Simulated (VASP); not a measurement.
ZnAu, 2 atoms in the cell. The structure is cubic, space group Pm-3m (No. 221). The conventional cell has a = 3.129 Å, b = 3.129 Å, c = 3.129 Å, α = 90.00°, β = 90.00°, γ = 90.00°. Within 3.6 Å of Zn (site symmetry m-3m) lie 8 Au at 2.71 Å and 6 Zn at 3.13 Å. Within 3.6 Å of Au (site symmetry m-3m) lie 8 Zn at 2.71 Å and 6 Au at 3.13 Å. 

- Program: VASP 6.6.1
- Task: single point
- Functional: PBEsol
- Potentials or basis: VASP PAW PBE potentials, release 64 (Zn, Au)
- Cutoff: 520 eV
- k mesh: 12 × 12 × 12
- Occupations: fermi-dirac, width 0.08 eV
- Spin: no spin polarisation
- Dipole correction: no
- Further INCAR settings: ALGO = Normal; EDIFF = 1e-06; NBANDS = 18

Potentials or basis: VASP PAW PBE potentials, release 64 (Zn, Au).

Launch:

```sh
$ cat potpaw_PBE.64/Zn/POTCAR potpaw_PBE.64/Au/POTCAR > POTCAR
$ mpirun -np 1 vasp_std > vasp.out
```

Hardware: 1 thread of AMD EPYC 7R13 Processor (Zen 3), on a shared host.

Q: Estimate the wall time of this run.

A: Wall time 25 s on 1 thread of AMD EPYC 7R13 Processor (Zen 3), on a shared host, peak memory 0.14 GiB. Counts: scf iterations 11, k points 84.
